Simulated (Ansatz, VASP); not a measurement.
# KCl: VASP beside Ansatz

The input INCAR:

```
SYSTEM = KCl
PREC = Accurate
ENCUT = 520
EDIFF = 1E-6
ISMEAR = 0
SIGMA = 0.05
LREAL = .FALSE.
LASPH = .TRUE.
NELM = 100
ALGO = Normal
ISIF = 2
LWAVE = .FALSE.
LCHARG = .FALSE.
NBANDS = 15
```

KPOINTS

```
Automatic mesh
0
G
  6 6 6
  0 0 0
```

POSCAR

```
KCl
1.0
    3.9351759000      0.0000000000      0.0000000000
    0.0000000000      3.9351759000      0.0000000000
    0.0000000000      0.0000000000      4.0311558000
K Cl
1 1
Direct
    0.0000000000      0.0000000000      0.0000000000
    0.5000000000      0.5000000000      0.5000000000
```

Input for Ansatz:

```yaml
crystal:
  lattice:
    - [3.9351759, 0.0, 0.0]
    - [0.0, 3.9351759, 0.0]
    - [0.0, 0.0, 4.0311558]
  atoms:
    - { symbol: K, position: [0.0, 0.0, 0.0] }
    - { symbol: Cl, position: [0.5, 0.5, 0.5] }
basis:
  ecutwfc: 420
kpoints:
  mp_grid: { grid: [6, 6, 6] }
hamiltonian:
  xc: lda
scf:
  occupations: { method: gaussian, width: 0.05 }
output:
  forces: true
  stress: true
  eigenvalues: true
```

Change from the starting cell: strain +0.025 along x and y, +0.050 along z, atoms carried along.

Alike in both runs: task single point; functional LDA; k mesh 6 × 6 × 6; occupations gaussian, width 0.05 eV; no spin polarisation.

|  | VASP | Ansatz |
| --- | --- | --- |
| version | VASP 6.6.1 | Ansatz 0.2.0 |
| potentials or method | VASP PAW LDA potentials, release 64 (K_sv, Cl), cutoff 520 eV | scalar-relativistic, plane waves, PAW |
| valence electrons in the cell | 16 | 16 |

```csv
,VASP,Ansatz,Ansatz less VASP
gap on the k mesh at the Fermi level (eV),3.97,3.96,-0.006
least direct gap on the mesh (eV),4.15,4.15,-0.006
pressure (GPa),-4.0,-4.0,0.00
"traceless stress, the component that is largest in VASP (GPa)",-0.60,-0.60,-0.002
```

LDA's correlation is that of Perdew and Zunger in VASP and of Perdew and Wang (1992) in Ansatz.
